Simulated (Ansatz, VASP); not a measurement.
One calculation of InP, two programs

The input INCAR:

```
PREC = Accurate
ENCUT = 500
EDIFF = 1E-6
ISMEAR = 0
SIGMA = 0.1
LREAL = False
LASPH = True
NELM = 120
ALGO = Normal
ISIF = 2
LWAVE = False
LCHARG = True
GGA = PE
LELF = True
LVHAR = True
NBANDS = 26
GGA_COMPAT = False
```

The input KPOINTS:

```
regular mesh
0
Gamma
  10 10 8
```

Contents of POSCAR:

```
InP
1.0
    2.8868267781     -2.9038453420      0.0000000000
    2.8868267781      2.9038453420      0.0000000000
    0.0000000000      0.0000000000      5.7739042312
In P
2 2
Direct
    0.2794110000      0.7205890000      0.2500000000
    0.7205890000      0.2794110000      0.7500000000
    0.7772050000      0.2227950000      0.2500000000
    0.2227950000      0.7772050000      0.7500000000
```

Input for Ansatz:

```yaml
crystal:
  lattice:
    - [2.8868267781, -2.903845342, 0.0]
    - [2.8868267781, 2.903845342, 0.0]
    - [0.0, 0.0, 5.7739042312]
  atoms:
    - { symbol: In, position: [0.279411, 0.720589, 0.25] }
    - { symbol: In, position: [0.720589, 0.279411, 0.75] }
    - { symbol: P, position: [0.777205, 0.222795, 0.25] }
    - { symbol: P, position: [0.222795, 0.777205, 0.75] }
basis:
  ecutwfc: 420
kpoints:
  mp_grid: { grid: [10, 10, 8] }
hamiltonian:
  xc: pbe
scf:
  occupations: { method: gaussian, width: 0.1 }
output:
  forces: true
  stress: true
  eigenvalues: true
  populations: true
```

Alike in both runs: task single point; functional PBE; k mesh 10 × 10 × 8; occupations gaussian, width 0.1 eV; no spin polarisation.

```csv
,VASP,Ansatz
version,VASP 6.6.1,Ansatz 0.2.0
potentials or method,"VASP PAW PBE potentials, release 64 (In_d, P), cutoff 500 eV","scalar-relativistic, plane waves, PAW"
valence electrons in the cell,36,36
```

```tsv
	VASP	Ansatz	Ansatz less VASP
gap on the k mesh at the Fermi level (eV)	none	none	-
pressure (GPa)	-7.0	-7.0	+0.02
traceless stress, the component that is largest in VASP (GPa)	0.05	0.05	+0.001
rms of the force components (eV/Å)	0.092	0.092	-0.0001
```

Atom by atom the forces differ by 0.000 eV/Å (rms over components). A gap of «none» marks a metal or a gap that the smearing closes.
